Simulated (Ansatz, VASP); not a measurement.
**GaN: VASP beside Ansatz**

File INCAR:

```
  PREC = Accurate
  ENCUT = 520
  EDIFF = 1E-6
  ISMEAR = 0
  SIGMA = 0.01
  LREAL = False
  LASPH = True
  NELM = 60
  ALGO = Normal
  ISIF = 2
  LWAVE = False
  LCHARG = True
  GGA = PE
  LELF = True
  LVHAR = True
  NBANDS = 26
```

Contents of KPOINTS:

```
Automatic mesh
0
Gamma
  9 9 4
```

Contents of POSCAR:

```
GaN
1.0
    3.1859209876      0.0000000000      0.0000000000
   -1.5929604938      2.7590885097      0.0000000000
    0.0000000000      0.0000000000      5.1898752374
Ga N
2 2
Direct
    0.3333333333      0.6666666667     -0.0008671765
    0.6666666667      0.3333333333      0.4991328235
    0.3333333333      0.6666666667      0.3758671765
    0.6666666667      0.3333333333      0.8758671765
```

Input for Ansatz:

```yaml
crystal:
  lattice:
    - [3.1859209876, 0.0, 0.0]
    - [-1.5929604938, 2.7590885097, 0.0]
    - [0.0, 0.0, 5.1898752374]
  atoms:
    - { symbol: Ga, position: [0.3333333333, 0.6666666667, -0.0008671765] }
    - { symbol: Ga, position: [0.6666666667, 0.3333333333, 0.4991328235] }
    - { symbol: "N", position: [0.3333333333, 0.6666666667, 0.3758671765] }
    - { symbol: "N", position: [0.6666666667, 0.3333333333, 0.8758671765] }
kpoints:
  mp_grid: { grid: [9, 9, 4] }
hamiltonian:
  xc: pbe
scf:
  occupations: { method: fixed }
  n_extra_bands: 5
output:
  forces: true
  stress: true
  eigenvalues: true
```

Alike in both runs: task single point; functional PBE; k mesh 9 × 9 × 4; no spin polarisation.

|  | VASP | Ansatz |
| --- | --- | --- |
| version | VASP 6.6.1 | Ansatz 0.2.0 |
| potentials or method | VASP PAW PBE potentials, release 64 (Ga_d, N) | plane waves, PAW |
| plane-wave cutoff (eV) | 520 | 420 |
| occupations | gaussian, width 0.01 eV | fixed |
| valence electrons in the cell | 36 | 36 |

Ansatz gave:

| Item | Value |
| --- | --- |
| gap on the k mesh at the Fermi level (eV) | 1.91 |
| pressure (GPa) | 5.6 |
| rms of the force components (eV/Å) | 0.003 |

Which values does VASP return?

gap on the k mesh at the Fermi level (eV): 1.92; pressure (GPa): 5.7; rms of the force components (eV/Å): 0.003.

Atom by atom the forces differ by 0.000 eV/Å (rms over components).
